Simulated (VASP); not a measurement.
Wanted: the native input for a VASP 6.6.1 run.

```yaml
Task: single point
Functional: PBEsol
Potentials_or_basis: VASP PAW PBE potentials, release 64 (Ta_pv, N)
Cutoff: 520 eV
k_mesh: 10 × 10 × 10
Occupations: fermi-dirac, width 0.05 eV
Spin: no spin polarisation
Dipole_correction: no
Further_INCAR_settings: ALGO = Normal; EDIFF = 1e-06; NBANDS = 15
```

The structure of TaN lies in POSCAR:

```
TaN
1.0
    0.0000000000      2.2113230000      2.2113230000
    2.2113230000      0.0000000000      2.2113230000
    2.2113230000      2.2113230000      0.0000000000
Ta N
1 1
Direct
    0.5000000000      0.5000000000      0.5000000000
    0.0000000000      0.0000000000      0.0000000000
```

The input as run:

INCAR

```
PREC     = Accurate       # precision mode
ENCUT    = 520            # plane-wave cutoff, eV
EDIFF    = 1E-6           # SCF threshold, eV
ISMEAR   = -1             # smearing method
SIGMA    = 0.05           # smearing width, eV
LREAL    = F              # projectors in reciprocal space
LASPH    = T              # aspherical terms in the spheres
NELM     = 100            # most SCF steps
ALGO     = Normal         # electronic algorithm
ISIF     = 2              # what is computed and relaxed
LWAVE    = F              # write WAVECAR
LCHARG   = F              # write CHGCAR
GGA      = PS             # functional
NBANDS   = 15             # bands
```

KPOINTS

```
regular mesh
0
Gamma
  10 10 10
```

Potentials or basis: VASP PAW PBE potentials, release 64 (Ta_pv, N).

Launch:

```sh
$ cat potpaw_PBE.64/Ta_pv/POTCAR potpaw_PBE.64/N/POTCAR > POTCAR
$ mpirun -np 1 vasp_std > vasp.out
```

Results of the run:

The pressure is -9.9 GPa and the band gap on the k mesh is zero (band 8 reaches 11.03 eV, above the bottom of band 9 at 7.10 eV).

Caveat: the PAW data sets were made with another functional, which shifts forces and pressure a little; spin-orbit coupling is left out, which moves the levels of the heavy elements.

Wall time 4.8 s on 1 thread of Intel(R) Xeon(R) 6975P-C (Granite Rapids), on a shared host, peak memory 0.14 GiB.
